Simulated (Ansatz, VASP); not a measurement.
**Two plane-wave programs on AlP5**

```
Al P
1.0
     7.00059    0.00000    0.00000
     0.00000    7.00059    0.00000
     0.00000    0.00000    2.35977
Al P
1 5
Direct
  0.50000 0.50000 0.00000
  0.76021 0.76021 0.00000
  0.23979 0.23979 0.00000
  0.23979 0.76021 0.00000
  0.76021 0.23979 0.00000
  0.00000 0.00000 0.00000
```

Alike in both runs: functional PBE; k mesh 6 × 6 × 16; occupations gaussian, width 0.1 eV; no spin polarisation.

Ansatz relaxed the structure, and its values are those at the end. VASP's run is a single point on that final structure, the one shown.

```csv
,VASP,Ansatz
version,VASP 6.6.1,Ansatz 0.2.0
potentials or method,"VASP PAW PBE potentials, release 64 (Al, P), cutoff 520 eV","scalar-relativistic, plane waves, PAW"
valence electrons in the cell,28,28
```

VASP gave:

| Item | Value |
| --- | --- |
| gap on the k mesh at the Fermi level (eV) | none |
| pressure (GPa) | -0.2 |
| rms of the force components (eV/Å) | 0.007 |

Question: Estimate Ansatz's values.

Answer: gap on the k mesh at the Fermi level (eV): none; pressure (GPa): 0.0; rms of the force components (eV/Å): 0.000.

A gap of «none» marks a metal or a gap that the smearing closes.
